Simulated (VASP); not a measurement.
A run of VASP 6.6.1:

The input INCAR:

```
ALGO = Normal ; EDIFF = 1E-6
ENCUT = 520 ; GGA = PE
ISIF = 2 ; ISMEAR = 0
LASPH = True ; LCHARG = True
LDAU = True ; LDAUJ = 0 0
LDAUL = 2 -1 ; LDAUPRINT = 1
LDAUTYPE = 2 ; LDAUU = 6 0
LMAXMIX = 4 ; LNONCOLLINEAR = True
LORBIT = 11 ; LREAL = False
LVHAR = True ; LWAVE = False
MAGMOM = 1.48 -2.289 -3.049 0 0 0 0 0 0 ; NBANDS = 40
NELM = 150 ; PREC = Accurate
SIGMA = 0.05
```

The input KPOINTS:

```
k-points
0
Gamma
  7 7 4
```

POSCAR

```
MnF2
1.0
    3.0792500000      0.0000000000      0.0000000000
   -1.5396250000      2.6667087300      0.0000000000
    0.0000000000      0.0000000000      4.9674693400
Mn F
1 2
Direct
    0.0000000000      0.0000000000      0.0000000000
    0.3333333333      0.6666666667      0.2520000000
    0.6666666667      0.3333333333      0.7480000000
```

Potentials or basis: VASP PAW PBE potentials, release 64 (Mn_pv, F).

Launch:

```bash
$ cat potpaw_PBE.64/Mn_pv/POTCAR potpaw_PBE.64/F/POTCAR > POTCAR
$ mpirun -np 1 vasp_ncl > vasp.out
```

Hardware: 1 thread of AMD EPYC 7R13 (shared host).

**Question.** How long does it take, and how much memory?

**Answer.** Run time: 14 min on 1 thread of AMD EPYC 7R13, with other jobs on the host, peak memory 0.37 GiB. Counts: scf iterations 20, k points 99.
